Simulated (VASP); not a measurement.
Wanted: the native input for a VASP 6.6.1 run.

```
Task                   : single point
Functional             : PBEsol
Potentials or basis    : VASP PAW PBE potentials, release 64 (Gd, O)
Cutoff                 : 520 eV
k mesh                 : 9 × 9 × 9
Occupations            : fermi-dirac, width 0.05 eV
Spin                   : collinear spin, ferromagnetic start
Starting moments       : [7.0, 0.0] μB
Dipole correction      : no
Further INCAR settings : ALGO = Normal; EDIFF = 1e-06; NBANDS = 23
```

The structure of GdO lies in POSCAR:

```
GdO
1.0
    0.0000000000      2.5301713610      2.5301713610
    2.5301713610      0.0000000000      2.5301713610
    2.5301713610      2.5301713610      0.0000000000
Gd O
1 1
Direct
    0.0000000000      0.0000000000      0.0000000000
    0.2500000000      0.2500000000      0.2500000000
```

The input as run:

INCAR

```
SYSTEM = GdO
ALGO = Normal
EDIFF = 1E-6
ENCUT = 520
GGA = PS
ISIF = 2
ISMEAR = -1
ISPIN = 2
LASPH = .TRUE.
LCHARG = .FALSE.
LMAXMIX = 6
LORBIT = 11
LREAL = .FALSE.
LWAVE = .FALSE.
MAGMOM = 7 0
NBANDS = 23
NELM = 150
PREC = Accurate
SIGMA = 0.05
```

KPOINTS

```
k-points
0
G
  9 9 9
  0 0 0
```

Potentials or basis: VASP PAW PBE potentials, release 64 (Gd, O).

Launch:

```bash
$ cat potpaw_PBE.64/Gd/POTCAR potpaw_PBE.64/O/POTCAR > POTCAR
$ mpirun -np 1 vasp_std > vasp.out
```

Results of the run:

| Quantity | Value |
| --- | --- |
| Pressure | 20.6 GPa |
| Net moment | 7.40 μB per cell |
| Site moments | Gd +6.84; O -0.04 μB |
| Valence electrons inside the program's atomic spheres | Gd 15.39; O 5.06 |

Caveat: the PAW data sets were made with another functional, which shifts forces and pressure a little; a cell with one magnetic atom can't hold antiferromagnetic order, which such compounds often take.

Run time: 73 s on 1 thread of Intel Xeon 6975P-C (shared host), peak memory 0.21 GiB.
